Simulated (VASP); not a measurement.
# MgS (F-43m) in VASP: a series of runs, part 2 of 2

VASP 6.6.1.

## Step 3: Dielectric tensor, r2SCAN (strain +3.0%)

Contents of INCAR:

```
SYSTEM = MgS
PREC = Accurate
ENCUT = 520
EDIFF = 1E-8
ISMEAR = 0
SIGMA = 0.01
LREAL = .FALSE.
LASPH = .TRUE.
NELM = 100
ALGO = Normal
ISIF = 2
LWAVE = .FALSE.
LCHARG = .FALSE.
METAGGA = R2SCAN
LMIXTAU = .TRUE.
LCALCEPS = .TRUE.
```

Contents of KPOINTS:

```
regular mesh
0
G
  6 6 6
  0 0 0
```

Contents of POSCAR:

```
MgS
1.0
    0.0000000000      2.9158031465      2.9158031465
    2.9158031465      0.0000000000      2.9158031465
    2.9158031465      2.9158031465      0.0000000000
Mg S
1 1
Direct
    0.0000000000      0.0000000000      0.0000000000
    0.2500000000      0.2500000000      0.2500000000
```

Potentials or basis: VASP PAW PBE potentials, release 64 (Mg, S).

The run is started by

```sh
$ cat potpaw_PBE.64/Mg/POTCAR potpaw_PBE.64/S/POTCAR > POTCAR
$ mpirun -np 1 vasp_std > vasp.out
```

OUTCAR:

```text
SYSTEM = MgS
   PREC = Accurate
   ENCUT = 520
   EDIFF = 1E-8
   ISMEAR = 0
   LREAL = .FALSE.
   LASPH = .TRUE.
   NELM = 100
   ISIF = 2
   METAGGA = R2SCAN

 ion  position               nearest neighbor table
   1  0.000  0.000  0.000-   2 2.53   2 2.53   2 2.53   2 2.53
   2  0.250  0.250  0.250-   1 2.53   1 2.53   1 2.53   1 2.53

  LATTYP: Found a face centered cubic cell.
 ALAT       =     5.8316062930

  Lattice vectors:

 A1 = (   0.0000000000,   2.9158031465,   2.9158031465)
 A2 = (   2.9158031465,   0.0000000000,   2.9158031465)
 A3 = (   2.9158031465,   2.9158031465,   0.0000000000)

Analysis of symmetry for initial positions (statically):
=====================================================================
 Subroutine PRICEL returns:
 Original cell was already a primitive cell.

 Routine SETGRP: Setting up the symmetry group for a
 face centered cubic supercell.

 Subroutine GETGRP returns: Found 24 space group operations
 (whereof 24 operations were pure point group operations)
 out of a pool of 48 trial point group operations.

The static configuration has the point symmetry T_d .

Analysis of symmetry for dynamics (positions and initial velocities):
=====================================================================
 Subroutine PRICEL returns:
 Original cell was already a primitive cell.

 Routine SETGRP: Setting up the symmetry group for a
 face centered cubic supercell.

 Subroutine GETGRP returns: Found 24 space group operations
 (whereof 24 operations were pure point group operations)
 out of a pool of 48 trial point group operations.

The dynamic configuration has the point symmetry T_d .

 Subroutine INISYM returns: Found 24 space group operations
 (whereof 24 operations are pure point group operations),
 and found     1 'primitive' translations

----------------------------------------------------------------------------------------

                                     Primitive cell

  volume of cell :      49.5798

  direct lattice vectors                    reciprocal lattice vectors
     0.000000000  2.915803147  2.915803147    -0.171479340  0.171479340  0.171479340
     2.915803147  0.000000000  2.915803147     0.171479340 -0.171479340  0.171479340
     2.915803147  2.915803147  0.000000000     0.171479340  0.171479340 -0.171479340

  length of vectors
     4.123568355  4.123568355  4.123568355     0.297010930  0.297010930  0.297010930

  position of ions in fractional coordinates (direct lattice)
     0.000000000  0.000000000  0.000000000
     0.250000000  0.250000000  0.250000000

  ion indices of the primitive-cell ions
   primitive index   ion index
                 1           1
                 2           2

----------------------------------------------------------------------------------------

 KPOINTS: regular mesh

Automatic generation of k-mesh.
 Grid dimensions read from file:
 generate k-points for:    6    6    6

 Generating k-lattice:

  Cartesian coordinates                     Fractional coordinates (reciprocal lattice)
[... 66 lines left out ...]
   ISMEAR =     0;   SIGMA  =   0.01  broadening in eV -4-tet -1-fermi 0-gaus
   EFERMI_NEDOS =   21; number of points for ismear=-14 and -15
   IALGO  =     38    algorithm
   IMIX   =      4    mixing-type and parameters
     AMIX     =   0.40;   BMIX     =  1.00
     AMIX_MAG =   1.60;   BMIX_MAG =  1.00
  volume/ion in A,a.u.               =      24.79       167.29
  Fermi-wavevector in a.u.,A,eV,Ry     =   0.891258  1.684233 10.807656  0.794340
  Thomas-Fermi vector in A             =   2.013055
   LORBIT       =      0    0 simple, 1 ext, 2 COOP (PROOUT), +10 PAW based schemes
   METAGGA = R2SCAN    functional components
   LHFCALC =     F    Hartree Fock is set to
   AEXX    =    0.0000 exact exchange contribution
   IVDW    =     0    specifies the selected vdW correction
   LEPSILON=     F    determine dielectric tensor
   LRPA    =     F    only Hartree local field effects (RPA)
   LRPA       =     F
 non-spin polarized calculation
 Gauss-broadening in eV      SIGMA  =   0.01
  energy-cutoff  :      520.00
  volume of cell :       49.58
 maximum number of plane-waves:      1363
 NGX is ok and might be reduce to    32
   NGX = 15   NGY = 15   NGZ = 15

 number of electron       7.9999999 magnetization

 Free energy of the ion-electron system (eV)
  ---------------------------------------------------
  ext. energy  EPLUGINS =         0.00000000
  ---------------------------------------------------
  free energy    TOTEN  =       -15.38111539 eV

  energy without entropy =      -15.38111539  energy(sigma->0) =      -15.38111539

 E-fermi :   0.3236     XC(G=0):  -8.4279

 val. band max:        0.2495671603   @ k =   0.0000   0.0000   0.0000
 cond. band min:   10000.0000000000   @ k =   0.0000   0.0000   0.0000
 fundamental gap:   9999.7504328397
 Fermi energy:         0.3235807077

 k-point     1 :       0.0000    0.0000    0.0000
  band No.  band energies     occupation
      1     -11.2106      2.00000
      2       0.2491      2.00000
      3       0.2494      2.00000
      4       0.2496      2.00000
      5   10000.0000      0.00000
      6   10000.0000      0.00000
      7   10000.0000      0.00000
      8   10000.0000      0.00000
[... 243 lines left out ...]
 k-point    24 :       0.0000    0.3333    0.1667
  band No.  band energies     occupation
      1     -10.8038      2.00000
      2      -1.6785      2.00000
      3      -0.2651      2.00000
      4      -0.2168      2.00000
      5   10000.0000      0.00000
      6   10000.0000      0.00000
      7   10000.0000      0.00000
      8   10000.0000      0.00000

 [... further k-points ...]

------------------------ aborting loop because EDIFF is reached ----------------------------------------

            Ionic dipole moment: p[ion]=(     8.74741     8.74741     8.74741 ) |e| Angst

 Total electronic dipole moment: p[elc]=(     0.00524     0.00524     0.01267 ) |e| Angst

 MACROSCOPIC STATIC DIELECTRIC TENSOR (including local field effects)
 ------------------------------------------------------
           3.711178    -0.000000    -0.000000
           0.000000     3.711178     0.000000
          -0.000000     0.000000     3.711178
 ------------------------------------------------------

 PIEZOELECTRIC TENSOR (including local field effects) (e Angst)
          XX          YY          ZZ          XY          YZ          ZX
  --------------------------------------------------------------------------------
  x     0.00000     0.00000     0.00000    -0.00000    -1.21377     0.00000
  y     0.00000    -0.00000     0.00000     0.00000     0.00000    -1.21377
  z    -0.00000    -0.00000     0.00000    -1.21377     0.00000     0.00000

 PIEZOELECTRIC TENSOR (including local field effects) (C/m^2)
          XX          YY          ZZ          XY          YZ          ZX
  --------------------------------------------------------------------------------
  x     0.00000     0.00000     0.00000    -0.00000    -0.39223     0.00000
  y     0.00000    -0.00000     0.00000     0.00000     0.00000    -0.39223
  z    -0.00000    -0.00000     0.00000    -0.39223     0.00000     0.00000

 BORN EFFECTIVE CHARGES (including local field effects) (in |e|, cummulative output)
 ---------------------------------------------------------------------------------
 ion    1
    1     1.93144     0.00000     0.00000
    2     0.00000     1.93144    -0.00000
    3     0.00000     0.00000     1.93144
 ion    2
    1    -1.93144    -0.00000     0.00000
    2    -0.00000    -1.93144     0.00000
    3    -0.00000    -0.00000    -1.93144

  FORCE on cell =-STRESS in cart. coord.  units (eV):
  Direction    XX          YY          ZZ          XY          YZ          ZX
  --------------------------------------------------------------------------------------
  -------------------------------------------------------------------------------------
  Total       -1.4558727     -1.4558727     -1.4558727      0.0000000      0.0000000      0.0000000
  in kB      -47.0467232    -47.0467232    -47.0467232      0.0000000      0.0000000      0.0000000
  external PRESSURE =     -47.0467232 kB  Pullay stress =       0.0000000 kB

 VOLUME and BASIS-vectors are now :
 -----------------------------------------------------------------------------
  energy-cutoff  :      520.00
  volume of cell :       49.58
      direct lattice vectors                 reciprocal lattice vectors
     0.000000000  2.915803147  2.915803147    -0.171479340  0.171479340  0.171479340
     2.915803147  0.000000000  2.915803147     0.171479340 -0.171479340  0.171479340
     2.915803147  2.915803147  0.000000000     0.171479340  0.171479340 -0.171479340

 POSITION                                       TOTAL-FORCE (eV/Angst)
 -----------------------------------------------------------------------------------
      0.00000      0.00000      0.00000         0.000000     -0.000000      0.000000
      1.45790      1.45790      1.45790        -0.000000      0.000000     -0.000000
 -----------------------------------------------------------------------------------
    total drift:                                0.000002      0.000002      0.000002

  FREE ENERGIE OF THE ION-ELECTRON SYSTEM (eV)
  ---------------------------------------------------
  free  energy   TOTEN  =       -15.3811153934 eV

  energy  without entropy=      -15.3811153934  energy(sigma->0) =      -15.38111539
```

OSZICAR:

```text
N       E                     dE             d eps       ncg     rms          rms(c)
DAV:   1     0.218713089002E+02    0.21871E+02   -0.36444E+03   256   0.825E+02
DAV:   2    -0.153387223800E+02   -0.37210E+02   -0.36090E+02   352   0.112E+02
[... 12 lines left out ...]
DMP:   7    -0.153811150568E+02   -0.24213E-06   -0.27205E-06   544   0.781E-06  -0.193E-06
DMP:   8    -0.153811151923E+02   -0.13553E-06   -0.17635E-06   544   0.442E-06  -0.185E-08
DMP:   9    -0.153811152853E+02   -0.93037E-07   -0.89675E-07   544   0.211E-06   0.259E-07
DMP:  10    -0.153811153330E+02   -0.47670E-07   -0.53788E-07   544   0.127E-06   0.150E-07
DMP:  11    -0.153811153658E+02   -0.32844E-07   -0.33015E-07   544   0.670E-07   0.299E-07
DMP:  12    -0.153811153856E+02   -0.19738E-07   -0.14653E-07   544   0.284E-07   0.159E-07
DMP:  13    -0.153811153934E+02   -0.77713E-08   -0.63682E-08   544   0.148E-07   0.209E-08
   1 F= -.15381115E+02 E0= -.15381115E+02  d E =-.949793E-28
```

Wall time 14 min (1 thread of Intel Xeon Platinum 8259CL at 2.50GHz (Skylake/Cascade Lake), shared host); peak memory 0.3 GiB.

Results:

```
Band gap on the k mesh                  : 3.67 eV
Electronic dielectric tensor (diagonal) : 3.71
Born charges (mean of the diagonal)     : Mg +1.93; S -1.93 e
```

Electronic dielectric tensor:
```
3.71 0.00 0.00
0.00 3.71 0.00
0.00 0.00 3.71
```

Born effective charge tensors (e):
atom 1, Mg
```
1.93 0.00 0.00
0.00 1.93 0.00
0.00 0.00 1.93
```
atom 2, S
```
-1.93  0.00  0.00
 0.00 -1.93  0.00
 0.00  0.00 -1.93
```

Dipole moments of the cell (e·Å, modulo the quantum): ionic 8.747, 8.747, 8.747; electronic 0.005, 0.005, 0.013

Caveat: the cell differs from its parent crystal (strain +3.0%); the structure was generated, so it needn't be the stable form of MgS; the PAW data sets were made with another functional, which shifts forces and pressure a little.

## Step 4: Dielectric tensor, r2SCAN (strain +4.0%)

Contents of INCAR:

```
SYSTEM = MgS
ALGO = Normal
EDIFF = 1E-8
ENCUT = 520
ISIF = 2
ISMEAR = 0
LASPH = .True.
LCALCEPS = .True.
LCHARG = .False.
LMIXTAU = .True.
LREAL = .False.
LWAVE = .False.
METAGGA = R2SCAN
NELM = 60
PREC = Accurate
SIGMA = 0.01
```

Contents of KPOINTS:

```
k-points
0
Gamma
  6 6 6
  0 0 0
```

Contents of POSCAR:

```
MgS
1.0
    0.0000000000      2.9441119149      2.9441119149
    2.9441119149      0.0000000000      2.9441119149
    2.9441119149      2.9441119149      0.0000000000
Mg S
1 1
Direct
    0.0000000000      0.0000000000      0.0000000000
    0.2500000000      0.2500000000      0.2500000000
```

Potentials or basis: VASP PAW PBE potentials, release 64 (Mg, S).

The run is started by

```sh
$ cat potpaw_PBE.64/Mg/POTCAR potpaw_PBE.64/S/POTCAR > POTCAR
$ mpirun -np 1 vasp_std > vasp.out
```

OUTCAR:

```text
SYSTEM = MgS
   EDIFF = 1E-8
   ENCUT = 520
   ISIF = 2
   ISMEAR = 0
   LASPH = .True.
   LREAL = .False.
   METAGGA = R2SCAN
   NELM = 60
   PREC = Accurate

 ion  position               nearest neighbor table
   1  0.000  0.000  0.000-   2 2.55   2 2.55   2 2.55   2 2.55
   2  0.250  0.250  0.250-   1 2.55   1 2.55   1 2.55   1 2.55

  LATTYP: Found a face centered cubic cell.
 ALAT       =     5.8882238298

  Lattice vectors:

 A1 = (   0.0000000000,   2.9441119149,   2.9441119149)
 A2 = (   2.9441119149,   0.0000000000,   2.9441119149)
[... 477 lines left out ...]
    3     0.00000     0.00000    -1.94634

  FORCE on cell =-STRESS in cart. coord.  units (eV):
  Direction    XX          YY          ZZ          XY          YZ          ZX
  --------------------------------------------------------------------------------------
  -------------------------------------------------------------------------------------
  Total       -1.8522679     -1.8522679     -1.8522679     -0.0000000     -0.0000000      0.0000000
  in kB      -58.1462125    -58.1462125    -58.1462125     -0.0000000     -0.0000000      0.0000000
  external PRESSURE =     -58.1462125 kB  Pullay stress =       0.0000000 kB

 VOLUME and BASIS-vectors are now :
 -----------------------------------------------------------------------------
  energy-cutoff  :      520.00
  volume of cell :       51.04
      direct lattice vectors                 reciprocal lattice vectors
     0.000000000  2.944111915  2.944111915    -0.169830500  0.169830500  0.169830500
     2.944111915  0.000000000  2.944111915     0.169830500 -0.169830500  0.169830500
     2.944111915  2.944111915  0.000000000     0.169830500  0.169830500 -0.169830500

 POSITION                                       TOTAL-FORCE (eV/Angst)
 -----------------------------------------------------------------------------------
      0.00000      0.00000      0.00000         0.000000      0.000000      0.000000
      1.47206      1.47206      1.47206        -0.000000     -0.000000     -0.000000
 -----------------------------------------------------------------------------------
    total drift:                                0.000004      0.000004      0.000004

  FREE ENERGIE OF THE ION-ELECTRON SYSTEM (eV)
  ---------------------------------------------------
  free  energy   TOTEN  =       -15.3333325220 eV

  energy  without entropy=      -15.3333325220  energy(sigma->0) =      -15.33333252
```

stdout:

```text
POSCAR found type information on POSCAR MgS
 POSCAR found :  2 types and       2 ions
 scaLAPACK will be used
 -----------------------------------------------------------------------------
|                                                                             |
[... 98 lines left out ...]
dp_tot=(  0.133E-05  0.134E-05  0.771E-02 )  diag[e(oo)]=(    ---      ---    3.73311 )
 p_tot=(  0.884E+01  0.884E+01  0.885E+01 )
dp_tot=(  0.132E-05  0.134E-05  0.769E-02 )  diag[e(oo)]=(    ---      ---    3.72558 )
 p_tot=(  0.884E+01  0.884E+01  0.885E+01 )
dp_tot=(  0.132E-05  0.133E-05  0.766E-02 )  diag[e(oo)]=(    ---      ---    3.71663 )
 final diagonalization full
 p_tot=(  0.884E+01  0.884E+01  0.885E+01 )
dp_tot=(  0.132E-05  0.133E-05  0.765E-02 )  diag[e(oo)]=(    ---      ---    3.71134 )
```

Wall time 14 min (1 thread of Intel Xeon Platinum 8259CL at 2.50GHz (Skylake/Cascade Lake), shared host); peak memory 0.3 GiB.

What came out:

```yaml
Band_gap_on_the_k_mesh: 3.53 eV
Electronic_dielectric_tensor_diagonal: 3.71
Born_charges_mean_of_the_diagonal: Mg +1.95; S -1.95 e
```

Electronic dielectric tensor:
```
3.71 0.00 0.00
0.00 3.71 0.00
0.00 0.00 3.71
```

Born effective charge tensors (e):
atom 1, Mg
```
1.95 0.00 0.00
0.00 1.95 0.00
0.00 0.00 1.95
```
atom 2, S
```
-1.95  0.00  0.00
 0.00 -1.95  0.00
 0.00  0.00 -1.95
```

Dipole moments of the cell (e·Å, modulo the quantum): ionic 8.832, 8.832, 8.832; electronic 0.006, 0.006, 0.013

Caveat: the cell differs from its parent crystal (strain +4.0%); the structure was generated, so it needn't be the stable form of MgS; the PAW data sets were made with another functional, which shifts forces and pressure a little.

## Step 5: The runs side by side

```tsv
cell	gap on the mesh (eV)
a = 4.084 Å, angles 60.0°, 2 atoms	3.82
a = 4.124 Å, angles 60.0°, 2 atoms	3.67
a = 4.164 Å, angles 60.0°, 2 atoms	3.53
```

Alike in all rows: task dielectric tensor; level r2SCAN; potentials or basis VASP PAW PBE potentials, release 64 (Mg, S); no spin polarisation; k mesh 6 × 6 × 6; cutoff (eV) 520; smearing gaussian 0.01 eV.

Caveats: the structure was generated, so it needn't be the stable form of MgS; the PAW data sets were made with another functional, which shifts forces and pressure a little.

Absolute energies hang on the potentials; compare differences alone.

The gap in the log of VASP goes by the Fermi energy; the results here count the filled bands.